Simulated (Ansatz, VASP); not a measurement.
# Ti in VASP and in Ansatz

Contents of INCAR:

```
SYSTEM = Ti
PREC = Accurate ; ENCUT = 520
EDIFF = 1E-6 ; ISMEAR = 0
SIGMA = 0.15 ; LREAL = .False.
LASPH = .True. ; NELM = 80
ALGO = Fast ; ISIF = 2
LWAVE = .False. ; LCHARG = .False.
GGA = PS ; NBANDS = 12
```

File KPOINTS:

```
Automatic mesh
0
Gamma
  22 22 22
  0 0 0
```

The input POSCAR:

```
Ti
1.0
   -1.5927962971      1.5927962971      1.7163972898
    1.5927962971     -1.5927962971      1.7163972898
    1.5927962971      1.5927962971     -1.7163972898
Ti
1
Direct
    0.0000000000      0.0000000000      0.0000000000
```

Input for Ansatz:

```yaml
crystal:
  lattice:
    - [-1.5927962971, 1.5927962971, 1.7163972898]
    - [1.5927962971, -1.5927962971, 1.7163972898]
    - [1.5927962971, 1.5927962971, -1.7163972898]
  atoms:
    - { symbol: Ti, position: [0.0, 0.0, 0.0] }
basis:
  ecutwfc: 520.0
kpoints:
  mp_grid: { grid: [22, 22, 22] }
hamiltonian:
  xc: pbesol
  pseudopotentials: { kind: paw, azcp: { folder: soft_1 } }
scf:
  occupations: { method: gaussian, width: 0.15 }
output:
  forces: true
  stress: true
  eigenvalues: true
```

Alike in both runs: task single point; functional PBEsol; k mesh 22 × 22 × 22; occupations gaussian, width 0.15 eV; no spin polarisation.

|  | VASP | Ansatz |
| --- | --- | --- |
| version | VASP 6.6.1 | Ansatz 0.2.0 |
| potentials or method | VASP PAW PBE potentials, release 64 (Ti_sv), cutoff 520 eV | scalar-relativistic, plane waves, PAW |
| valence electrons in the cell | 12 | 12 |

|  | VASP | Ansatz | Ansatz less VASP |
| --- | --- | --- | --- |
| gap on the k mesh at the Fermi level (eV) | none | none | - |
| pressure (GPa) | -5.4 | -5.2 | +0.18 |
| traceless stress, the component that is largest in VASP (GPa) | 1.00 | 1.00 | 0.000 |

VASP's potentials were made for PBE, not for PBEsol, and Ansatz warns of the same on its side. A gap of «none» marks a metal or a gap that the smearing closes.
